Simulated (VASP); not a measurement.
**B: relaxation of cell and atoms with PBE**

Crystal: B.

```xyz
2
Lattice="-1.6249 1.6249 0.8937 1.6249 -1.6249 0.8937 1.6249 1.6249 -0.8937" Properties=species:S:1:pos:R:3 pbc="T T T"
B     0.0000   -0.8124   -0.2234
B     0.0000    0.8124    0.2234
```

- Program: VASP 6.6.1
- Task: relaxation of cell and atoms
- Functional: PBE
- Potentials or basis: VASP PAW PBE potentials, release 64 (B)
- Cutoff: 600 eV
- k mesh: 23 × 23 × 23
- Occupations: fermi-dirac, width 0.08 eV
- Spin: no spin polarisation
- Target pressure: 100 GPa
- Dipole correction: no
- Further INCAR settings: ALGO = Normal; EDIFF = 1e-06; IBRION = 2; EDIFFG = -0.005; NSW = 60; ISIF = 3

- Relaxed volume: 5.10 Å³/atom
- Relaxed cell: a = 2.676 Å, b = 2.676 Å, c = 2.676 Å, α = 94.85°, β = 94.85°, γ = 146.21°
- Space group after relaxing (to 0.05 Å): I4_1/amd (No. 141)
- Energy change on relaxing (the enthalpy is what falls): -538.9 meV/atom
- Ionic steps: 8
- Pressure after relaxing: 100.0 GPa
- Band gap on the k mesh: zero (band 3 reaches 14.98 eV, above the bottom of band 4 at 2.11 eV)

Step by step:
| step | energy change (eV) | largest force (eV/Å) | pressure (GPa) | volume (Å³) |
| --- | --- | --- | --- | --- |
| 1 | 0.0000 | 0.0000 | 143.30 | 9.44 |
| 2 | -1.3755 | 0.0000 | 48.41 | 11.23 |
| 3 | -1.0690 | 0.0000 | 70.90 | 10.66 |
| 4 | -1.1016 | 0.0000 | 99.35 | 10.23 |
| 5 | -1.1095 | 0.0000 | 98.16 | 10.25 |
| 6 | -1.1158 | 0.0000 | 97.18 | 10.26 |
| 7 | -1.0468 | 0.0000 | 102.30 | 10.15 |
| 8 | -1.0779 | 0.0000 | 99.99 | 10.19 |

Final structure:
```yaml
crystal:
  lattice:
    - [-1.81032, 1.81032, 0.77770]
    - [1.81032, -1.81032, 0.77770]
    - [1.81032, 1.81032, -0.77770]
  atoms:
    - { symbol: B, position: [0.62500, 0.87500, 0.75000] }
    - { symbol: B, position: [0.37500, 0.12500, 0.25000] }
```

Levels at points of the mesh, in eV from the Fermi level:
```csv
k point,band 1,band 2,band 3,band 4,band 5,band 6,band 7
"(0.00, 0.00, 0.00)",-20.01,-5.43,-5.43,2.51,5.36,11.65,11.65
```

Wall time 2.4 min on 1 thread of AMD EPYC 9R45 96-Core Processor (Zen 5), on a shared host, peak memory 0.15 GiB.

Caveat: the cell is relaxed towards a set pressure, so the enthalpy falls and the energy may rise.
